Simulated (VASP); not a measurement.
# MgH2 (Fm-3m) in VASP: notebook

Aim: see how the results for MgH2 move with the level of theory and the settings. Levels: PBE, r2SCAN. Tasks: single point.

Program: VASP 6.6.1. These are calculated values, not measurements. Logs are shortened: lines on timing, memory, paths and dates and some standing lists are left out, and cuts for length are marked.

## 1. The cell of the first run

Symmetry: Fm-3m, No. 225, cubic system. The conventional cell has a = 4.730 Å, b = 4.730 Å, c = 4.730 Å, α = 90.00°, β = 90.00°, γ = 90.00°. Within 2.7 Å of Mg (site symmetry m-3m) lie 8 H at 2.05 Å. H (site symmetry -43m) has 4 Mg at 2.05 Å and 6 H at 2.36 Å within 2.7 Å.

## 2. Single point, PBE

INCAR

```
SYSTEM = MgH2
ALGO     = Normal         ! electronic algorithm
EDIFF    = 1E-7           ! SCF threshold, eV
ENCUT    = 520            ! plane-wave cutoff, eV
GGA      = PE             ! functional
ISIF     = 2              ! what is computed and relaxed
ISMEAR   = -1             ! smearing method
LASPH    = .TRUE.         ! aspherical terms in the spheres
LCHARG   = .FALSE.        ! write CHGCAR
LREAL    = .FALSE.        ! projectors in reciprocal space
LWAVE    = .FALSE.        ! write WAVECAR
NBANDS   = 9              ! bands
NELM     = 100            ! most SCF steps
PREC     = Accurate       ! precision mode
SIGMA    = 0.02           ! smearing width, eV
```

KPOINTS

```
k-points
0
G
  10 10 10
  0 0 0
```

POSCAR

```
MgH2
1.0
    0.0000000000      2.3649613284      2.3649613284
    2.3649613284      0.0000000000      2.3649613284
    2.3649613284      2.3649613284      0.0000000000
Mg H
1 2
Direct
    0.0000000000      0.0000000000      0.0000000000
    0.2500000000      0.2500000000      0.2500000000
    0.7500000000      0.7500000000      0.7500000000
```

Potentials or basis: VASP PAW PBE potentials, release 64 (Mg, H).

Launch:

```console
$ cat potpaw_PBE.64/Mg/POTCAR potpaw_PBE.64/H/POTCAR > POTCAR
$ mpirun -np 1 vasp_std > vasp.out
```

OUTCAR:

```text
SYSTEM = MgH2
   EDIFF = 1E-7
   ENCUT = 520
   GGA = PE
   ISIF = 2
   ISMEAR = -1
   LASPH = .TRUE.
   LREAL = .FALSE.
   NELM = 100
   PREC = Accurate

 ion  position               nearest neighbor table
   1  0.000  0.000  0.000-   2 2.05   3 2.05   3 2.05   3 2.05   3 2.05   2 2.05   2 2.05   2 2.05

   2  0.250  0.250  0.250-   1 2.05   1 2.05   1 2.05   1 2.05
   3  0.750  0.750  0.750-   1 2.05   1 2.05   1 2.05   1 2.05

  LATTYP: Found a face centered cubic cell.
 ALAT       =     4.7299226568

  Lattice vectors:

 A1 = (   0.0000000000,   2.3649613284,   2.3649613284)
 A2 = (   2.3649613284,   0.0000000000,   2.3649613284)
 A3 = (   2.3649613284,   2.3649613284,   0.0000000000)

Analysis of symmetry for initial positions (statically):
=====================================================================
 Subroutine PRICEL returns:
 Original cell was already a primitive cell.

 Routine SETGRP: Setting up the symmetry group for a
 face centered cubic supercell.

 Subroutine GETGRP returns: Found 48 space group operations
 (whereof 48 operations were pure point group operations)
 out of a pool of 48 trial point group operations.

The static configuration has the point symmetry O_h .

Analysis of symmetry for dynamics (positions and initial velocities):
=====================================================================
 Subroutine PRICEL returns:
 Original cell was already a primitive cell.

 Routine SETGRP: Setting up the symmetry group for a
 face centered cubic supercell.

 Subroutine GETGRP returns: Found 48 space group operations
 (whereof 48 operations were pure point group operations)
 out of a pool of 48 trial point group operations.

The dynamic configuration has the point symmetry O_h .

 Subroutine INISYM returns: Found 48 space group operations
 (whereof 48 operations are pure point group operations),
 and found     1 'primitive' translations

----------------------------------------------------------------------------------------

                                     Primitive cell

  volume of cell :      26.4547

  direct lattice vectors                    reciprocal lattice vectors
     0.000000000  2.364961328  2.364961328    -0.211419948  0.211419948  0.211419948
     2.364961328  0.000000000  2.364961328     0.211419948 -0.211419948  0.211419948
     2.364961328  2.364961328  0.000000000     0.211419948  0.211419948 -0.211419948

  length of vectors
     3.344560385  3.344560385  3.344560385     0.366190091  0.366190091  0.366190091

  position of ions in fractional coordinates (direct lattice)
     0.000000000  0.000000000  0.000000000
     0.250000000  0.250000000  0.250000000
     0.750000000  0.750000000  0.750000000

  ion indices of the primitive-cell ions
   primitive index   ion index
                 1           1
                 2           2
                 3           3

----------------------------------------------------------------------------------------

 KPOINTS: k-points

Automatic generation of k-mesh.
 Grid dimensions read from file:
 generate k-points for:   10   10   10

 Generating k-lattice:

  Cartesian coordinates                     Fractional coordinates (reciprocal lattice)
    -0.021141995  0.021141995  0.021141995     0.100000000  0.000000000  0.000000000
     0.021141995 -0.021141995  0.021141995     0.000000000  0.100000000  0.000000000
     0.021141995  0.021141995 -0.021141995     0.000000000  0.000000000  0.100000000

  Length of vectors
     0.036619009  0.036619009  0.036619009

  Shift w.r.t. Gamma in fractional coordinates (k-lattice)
     0.000000000  0.000000000  0.000000000

 Subroutine IBZKPT returns following result:
 ===========================================

 Found     47 irreducible k-points:

 Following reciprocal coordinates:
            Coordinates               Weight
  0.000000  0.000000  0.000000      1.000000
  0.100000  0.000000  0.000000      8.000000
  0.200000  0.000000  0.000000      8.000000
  0.300000  0.000000  0.000000      8.000000
  0.400000  0.000000  0.000000      8.000000
  0.500000  0.000000  0.000000      4.000000
[... 16 lines left out ...]
  0.300000  0.300000  0.000000      6.000000
  0.400000  0.300000  0.000000     24.000000
 [... further k-points ...]
   k-points           NKPTS =     47   k-points in BZ     NKDIM =     47   number of bands    NBANDS=      9
   number of dos      NEDOS =    301   number of ions     NIONS =      3
   total plane-waves  NPLWV =  21952
   dimension x,y,z NGX =    28 NGY =   28 NGZ =   28
   dimension x,y,z NGXF=    56 NGYF=   56 NGZF=   56
   ions per type =               1   2
   NGX,Y,Z   is equivalent  to a cutoff of  13.92, 13.92, 13.92 a.u.
   NGXF,Y,Z  is equivalent  to a cutoff of  27.84, 27.84, 27.84 a.u.
 SYSTEM =  MgH2
   PREC   = accura    normal or accurate (medium, high low for compatibility)
   ISTART =      0    job   : 0-new  1-cont  2-samecut
   ICHARG =      2    charge: 1-file 2-atom 10-const
   ISPIN  =      1    spin polarized calculation?
   LNONCOLLINEAR =      F non collinear calculations
   LSORBIT =      F    spin-orbit coupling
   LASPH  =      T    aspherical Exc in radial PAW
   ENCUT  =  520.0 eV  38.22 Ry    6.18 a.u.   6.22  6.22  6.22*2*pi/ulx,y,z
   NELM   =    100;   NELMIN=  2; NELMDL= -5     # of ELM steps
   EDIFF  = 0.1E-06   stopping-criterion for ELM
   LREAL  =      F    real-space projection
   EDIFFG = 0.1E-05   stopping-criterion for IOM
   NSW    =      0    number of steps for IOM
   IBRION =     -1    ionic relax: 0-MD 1-quasi-New 2-CG
   NFREE  =      0    steps in history (QN), initial steepest desc. (CG)
   ISIF   =      2    stress and relaxation
   ISYM   =      2    0-nonsym 1-usesym 2-fastsym
   POTIM  = 0.5000    time-step for ionic-motion
   TEBEG  =    0.0;   TEEND  =   0.0 temperature during run
   PSTRESS=    0.0 pullay stress
   NELECT =       4.0000    total number of electrons
   NUPDOWN=      -1.0000    fix difference up-down
   EMIN   =  10.00;   EMAX   =-10.00  energy-range for DOS
   EFERMI =   0.00;   METHOD = LEGACY
   ISMEAR =    -1;   SIGMA  =   0.02  broadening in eV -4-tet -1-fermi 0-gaus
   EFERMI_NEDOS =   21; number of points for ismear=-14 and -15
   IALGO  =     38    algorithm
   IMIX   =      4    mixing-type and parameters
     AMIX     =   0.40;   BMIX     =  1.00
     AMIX_MAG =   1.60;   BMIX_MAG =  1.00
  volume/ion in A,a.u.               =       8.82        59.51
  Fermi-wavevector in a.u.,A,eV,Ry     =   0.872156  1.648136 10.349352  0.760656
  Thomas-Fermi vector in A             =   1.991365
   LORBIT       =      0    0 simple, 1 ext, 2 COOP (PROOUT), +10 PAW based schemes
   GGA     = PE    functional components
   LHFCALC =     F    Hartree Fock is set to
   AEXX    =    0.0000 exact exchange contribution
   IVDW    =     0    specifies the selected vdW correction
   LEPSILON=     F    determine dielectric tensor
   LRPA    =     F    only Hartree local field effects (RPA)
 non-spin polarized calculation
  energy-cutoff  :      520.00
  volume of cell :       26.45
 maximum number of plane-waves:       728
 NGX is ok and might be reduce to    28
   NGX = 13   NGY = 13   NGZ = 13

 number of electron       4.0000000 magnetization

 Free energy of the ion-electron system (eV)
  ---------------------------------------------------
  ext. energy  EPLUGINS =         0.00000000
  ---------------------------------------------------
  free energy    TOTEN  =        -8.49662290 eV

  energy without entropy =       -8.49654611  energy(sigma->0) =       -8.49658451

 E-fermi :   3.0923     XC(G=0):  -9.0046

 val. band max:        3.0030302849   @ k =  -0.1000   0.1000   0.0000
 cond. band min:       3.1938075904   @ k =   0.5000   0.4000   0.0000
 fundamental gap:      0.1907773055
 Fermi energy:         3.0922741330

 k-point     1 :       0.0000    0.0000    0.0000
  band No.  band energies     occupation
      1      -7.0036      2.00000
      2       4.0391      0.00000
      3      12.4799      0.00000
      4      12.4799      0.00000
      5      12.4799      0.00000
      6      15.1564      0.00000
      7      15.1564      0.00000
      8      15.1564      0.00000
      9      15.9143      0.00000

 k-point     2 :       0.1000    0.0000    0.0000
  band No.  band energies     occupation
      1      -6.8183      2.00000
      2       3.6144      0.00000
      3      11.6219      0.00000
      4      12.2246      0.00000
      5      12.2246      0.00000
      6      15.0903      0.00000
      7      15.7263      0.00000
      8      15.7263      0.00000
      9      16.2478      0.00000

 k-point     3 :       0.2000    0.0000    0.0000
  band No.  band energies     occupation
      1      -6.2676      2.00000
      2       2.4475      2.00000
      3      10.5185      0.00000
      4      11.8453      0.00000
      5      11.8453      0.00000
      6      13.6285      0.00000
      7      15.6364      0.00000
      8      15.6364      0.00000
      9      17.3546      0.00000

 k-point     4 :       0.3000    0.0000    0.0000
  band No.  band energies     occupation
      1      -5.3672      2.00000
      2       0.8228      2.00000
      3       9.8953      0.00000
      4      11.6718      0.00000
      5      11.6718      0.00000
      6      12.2127      0.00000
      7      14.1968      0.00000
      8      14.1968      0.00000
      9      19.2142      0.00000
[... 205 lines left out ...]
 k-point    22 :      -0.2000    0.2000    0.0000
  band No.  band energies     occupation
      1      -5.0794      2.00000
      2       0.8887      2.00000
      3       7.2185      0.00000
      4      10.6764      0.00000
      5      12.1240      0.00000
      6      12.5774      0.00000
      7      14.5734      0.00000
      8      16.9109      0.00000
      9      18.4467      0.00000

 k-point    23 :       0.3000    0.3000    0.0000
  band No.  band energies     occupation
      1      -4.8815      2.00000
      2       1.5502      2.00000
      3       6.8171      0.00000
      4       8.7493      0.00000
      5       8.7493      0.00000
      6      12.1261      0.00000
      7      18.9254      0.00000
      8      19.4405      0.00000
      9      21.4084      0.00000

 k-point    24 :       0.4000    0.3000    0.0000
  band No.  band energies     occupation
      1      -4.0815      2.00000
      2       0.8747      2.00000
      3       5.4085      0.00000
      4       8.0904      0.00000
      5       8.4725      0.00000
      6      12.6168      0.00000
      7      18.3249      0.00000
      8      20.2537      0.00000
      9      20.7610      0.00000

 [... further k-points ...]

------------------------ aborting loop because EDIFF is reached ----------------------------------------

  FORCE on cell =-STRESS in cart. coord.  units (eV):
  Direction    XX          YY          ZZ          XY          YZ          ZX
  --------------------------------------------------------------------------------------
  -------------------------------------------------------------------------------------
  Total        0.1224886      0.1224886      0.1224886      0.0000000     -0.0000000      0.0000000
  in kB        7.4182970      7.4182970      7.4182970      0.0000000     -0.0000000      0.0000000
  external PRESSURE =       7.4182970 kB  Pullay stress =       0.0000000 kB

 VOLUME and BASIS-vectors are now :
 -----------------------------------------------------------------------------
  energy-cutoff  :      520.00
  volume of cell :       26.45
      direct lattice vectors                 reciprocal lattice vectors
     0.000000000  2.364961328  2.364961328    -0.211419948  0.211419948  0.211419948
     2.364961328  0.000000000  2.364961328     0.211419948 -0.211419948  0.211419948
     2.364961328  2.364961328  0.000000000     0.211419948  0.211419948 -0.211419948

 POSITION                                       TOTAL-FORCE (eV/Angst)
 -----------------------------------------------------------------------------------
      0.00000      0.00000      0.00000        -0.000000      0.000000     -0.000000
      1.18248      1.18248      1.18248         0.000000      0.000000      0.000000
      3.54744      3.54744      3.54744        -0.000000     -0.000000      0.000000
 -----------------------------------------------------------------------------------
    total drift:                                0.000000      0.000000      0.000000

  FREE ENERGIE OF THE ION-ELECTRON SYSTEM (eV)
  ---------------------------------------------------
  free  energy   TOTEN  =        -8.4966229011 eV

  energy  without entropy=       -8.4965461115  energy(sigma->0) =       -8.49658451
```

Run time: 23 s. Hardware: 1 thread of Intel Xeon Platinum 8259CL at 2.50GHz (Skylake/Cascade Lake), shared host; peak memory 0.15 GiB.

What came out:

```yaml
Free_energy: -8.4966 eV
Pressure: 0.7 GPa
Band_gap_on_the_k_mesh: zero (bands 2 and 3 overlap by 1.33 eV)
```

Caveat: the structure was generated, so it needn't be the stable form of MgH2.

(Continued in part 2 of 2.)

The gap in the log of VASP goes by the Fermi energy; the results here count the filled bands.